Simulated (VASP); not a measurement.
Write the native input for VASP 6.6.1 that does the following.

```yaml
Task: single point
Functional: PBEsol
Potentials_or_basis: VASP PAW PBE potentials, release 64 (Ge_d)
Cutoff: 520 eV
k_mesh: 6 × 6 × 6
Occupations: fermi-dirac, width 0.1 eV
Spin: no spin polarisation
Dipole_correction: no
Further_INCAR_settings: ALGO = Normal; EDIFF = 1e-06; NBANDS = 21
```

The structure of Ge lies in POSCAR:

```
Ge
1.0
    0.0000000000      2.7776967199      2.7776967199
    2.7776967199      0.0000000000      2.7776967199
    2.7776967199      2.7776967199      0.0000000000
Ge
2
Direct
    0.0000000000      0.0000000000      0.0000000000
    0.2500000000      0.2500000000      0.2500000000
```

The input as run:

INCAR

```
PREC = Accurate ; ENCUT = 520
EDIFF = 1E-6 ; ISMEAR = -1
SIGMA = 0.1 ; LREAL = F
LASPH = T ; NELM = 80
ALGO = Normal ; ISIF = 2
LWAVE = F ; LCHARG = T
GGA = PS ; LELF = T
LVHAR = T ; NBANDS = 21
```

KPOINTS

```
regular mesh
0
Gamma
  6 6 6
```

Potentials or basis: VASP PAW PBE potentials, release 64 (Ge_d).

Launch:

```console
$ cat potpaw_PBE.64/Ge_d/POTCAR > POTCAR
$ mpirun -np 1 vasp_std > vasp.out
```

It gave:

| Item | Value |
| --- | --- |
| Pressure | 4.9 GPa |
| Band gap on the k mesh | 0.29 eV, indirect (least direct gap 0.50 eV) |

Caveat: the PAW data sets were made with another functional, which shifts forces and pressure a little.

Wall time 13 s on 1 thread of Intel Xeon 6975P-C (shared host), peak memory 0.16 GiB.
